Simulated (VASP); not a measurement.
Set up this calculation in VASP 6.6.1, as the native input.

* Task: single point
* Functional: PBE
* Potentials or basis: VASP PAW PBE potentials, release 64 (In_d, Sb, As)
* Cutoff: 520 eV
* k mesh: 6 × 6 × 4
* Occupations: gaussian, width 0.1 eV
* Spin: no spin polarisation
* Dipole correction: no
* Further INCAR settings: ALGO = Fast; EDIFF = 1e-07; NBANDS = 66

The structure of In3SbAs2 lies in POSCAR:

```
In3SbAs2
1.0
    5.5416830043      0.0000000000      0.0000000000
    0.0000000000      5.5456021356      0.0000000000
    0.0000000000      0.0000000000     10.2202845396
In Sb As
6 2 4
Direct
    0.0000000000      0.0000000000      0.6832185620
    0.0000000000      0.0000000000      0.0005348530
    0.0000000000      0.0000000000      0.3175675970
    0.5000000000      0.5000000000      0.6824324030
    0.5000000000      0.5000000000      0.9994651470
    0.5000000000      0.5000000000      0.3167814380
    0.5000000000      0.0000000000      0.5601528137
    0.0000000000      0.5000000000      0.4398471863
    0.5000000000      0.0000000000      0.9576744096
    0.5000000000      0.0000000000      0.2075238742
    0.0000000000      0.5000000000      0.7924761258
    0.0000000000      0.5000000000      0.0423255904
```

The input as run:

INCAR

```
SYSTEM = In3SbAs2
ALGO = Fast
EDIFF = 1E-7
ENCUT = 520
GGA = PE
ISIF = 2
ISMEAR = 0
LASPH = .True.
LCHARG = .False.
LREAL = .False.
LWAVE = .False.
NBANDS = 66
NELM = 100
PREC = Accurate
SIGMA = 0.1
```

KPOINTS

```
k-points
0
Gamma
  6 6 4
  0 0 0
```

Potentials or basis: VASP PAW PBE potentials, release 64 (In_d, Sb, As).

Launch:

```bash
$ cat potpaw_PBE.64/In_d/POTCAR potpaw_PBE.64/Sb/POTCAR potpaw_PBE.64/As/POTCAR > POTCAR
$ mpirun -np 1 vasp_std > vasp.out
```

It gave:

* Pressure: 0.0 GPa
* Largest force: 0.034 eV/Å
* Band gap on the k mesh: zero (bands 54 and 55 overlap by 2.75 eV)

Caveat: spin-orbit coupling is left out, which moves the levels of the heavy elements.

It took 29 min on 1 thread of Oxide Virtual Turin-like Processor, on a shared host, peak memory 0.87 GiB.
